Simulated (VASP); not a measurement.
Here is a VASP 6.6.1 calculation.

INCAR

```
SYSTEM = KF
PREC = Accurate
ENCUT = 600
EDIFF = 1E-6
ISMEAR = 0
SIGMA = 0.5
LREAL = .False.
LASPH = .True.
NELM = 120
ALGO = Normal
ISIF = 2
LWAVE = .False.
LCHARG = .True.
GGA = PE
LELF = .True.
LVHAR = .True.
NBANDS = 15
GGA_COMPAT = .False.
```

The input KPOINTS:

```
Automatic mesh
0
Gamma
  8 8 8
  0 0 0
```

The input POSCAR:

```
KF
1.0
    0.0000000000      2.6544134050      2.6544134050
    2.6544134050      0.0000000000      2.6544134050
    2.6544134050      2.6544134050      0.0000000000
K F
1 1
Direct
    0.0000000000      0.0000000000      0.0000000000
    0.5000000000      0.5000000000      0.5000000000
```

Potentials or basis: VASP PAW PBE potentials, release 64 (K_sv, F).

Launch:

```bash
$ cat potpaw_PBE.64/K_sv/POTCAR potpaw_PBE.64/F/POTCAR > POTCAR
$ mpirun -np 1 vasp_std > vasp.out
```

**Question.** What does it give for the pressure?

**Answer.** 2.1 GPa.

**Question.** Estimate the band gap on the k mesh.

**Answer.** 6.27 eV.

Caveat: so wide a smearing shifts energies and pressures. A k mesh can miss the band edges.
